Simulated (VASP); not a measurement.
Input of a VASP 6.6.1 run:

File INCAR:

```
ALGO     = Normal         # electronic algorithm
EDIFF    = 1E-7           # SCF threshold, eV
EDIFFG   = -0.04          # ionic threshold
ENCUT    = 500            # plane-wave cutoff, eV
GGA      = PE             # functional
GGA_COMPAT= F            
IBRION   = 2              # ionic algorithm
ISIF     = 3              # what is computed and relaxed
ISMEAR   = 0              # smearing method
LASPH    = T              # aspherical terms in the spheres
LCHARG   = F              # write CHGCAR
LREAL    = F              # projectors in reciprocal space
LWAVE    = F              # write WAVECAR
NELM     = 120            # most SCF steps
NELMIN   = 4            
NSW      = 90             # ionic steps
PREC     = Accurate       # precision mode
SIGMA    = 0.1            # smearing width, eV
```

KPOINTS

```
k-points
0
Gamma
  4 4 4
```

File POSCAR:

```
Sn
1.0
    4.4339265300      0.0000000000      0.0000000000
    0.0000000000      4.4339265300      0.0000000000
    0.0000000000      0.0000000000      4.4339265300
Sn
3
Direct
    0.5000000000      0.0000000000      0.0000000000
    0.0000000000      0.5000000000      0.0000000000
    0.0000000000      0.0000000000      0.5000000000
```

Potentials or basis: VASP PAW PBE potentials, release 64 (Sn_d).

Run with:

```bash
$ cat potpaw_PBE.64/Sn_d/POTCAR > POTCAR
$ mpirun -np 1 vasp_std > vasp.out
```

Task: Predict the relaxed volume.

Result: 31.37 Å³/atom.

Task: Estimate the space group after relaxing (to 0.1 Å).

Result: Pm-3m (No. 221).

Step by step:
| step | energy change (eV) | largest force (eV/Å) | pressure (GPa) | volume (Å³) |
| --- | --- | --- | --- | --- |
| 1 | 0.0000 | 0.0000 | 4.05 | 87.17 |
| 2 | -0.0722 | 0.0000 | -1.14 | 96.77 |
| 3 | -0.0817 | 0.0000 | 0.02 | 94.11 |
